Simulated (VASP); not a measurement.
**Au: single point with r2SCAN**

The system is Au.

```
CELL_PARAMETERS angstrom
0.00000 3.11531 3.11531
3.11531 0.00000 3.11531
3.11531 3.11531 0.00000
ATOMIC_POSITIONS crystal
Au 0.12500 0.12500 0.12500
Au 0.87500 0.87500 0.87500
```

This isn't the form of Au at room conditions, which is fcc.

```json
{
  "Program": "VASP 6.6.1",
  "Task": "single point",
  "Functional": "r2SCAN",
  "Potentials or basis": "VASP PAW PBE potentials, release 64 (Au)",
  "Cutoff": "520 eV",
  "k mesh": "10 × 10 × 10",
  "Occupations": "fermi-dirac, width 0.1 eV",
  "Spin": "no spin polarisation",
  "Dipole correction": "no",
  "Further INCAR settings": "ALGO = Normal; EDIFF = 1e-07; NBANDS = 18"
}
```

| Property | Result |
| --- | --- |
| Pressure | -3.9 GPa |
| Band gap on the k mesh | zero (bands 11 and 12 overlap by 0.71 eV) |

Levels at points of the mesh, in eV from the Fermi level:
| k point | band 9 | band 10 | band 11 | band 12 | band 13 | band 14 |
| --- | --- | --- | --- | --- | --- | --- |
| (0.00, 0.00, 0.00) | -2.34 | -1.45 | -1.45 | 8.45 | 9.61 | 9.61 |
| (0.50, 0.00, 0.00) | -1.54 | -1.54 | -0.62 | -0.49 | 6.88 | 6.88 |
| (0.50, 0.50, 0.00) | -1.38 | -1.38 | 0.20 | 0.20 | 3.96 | 3.96 |

Wall time 8.8 min on 1 thread of AMD EPYC 7571, on a shared host, peak memory 0.2 GiB.

Caveat: the cell stands under tension; the PAW data sets were made with another functional, which shifts forces and pressure a little; spin-orbit coupling is left out, which moves the levels of the heavy elements.
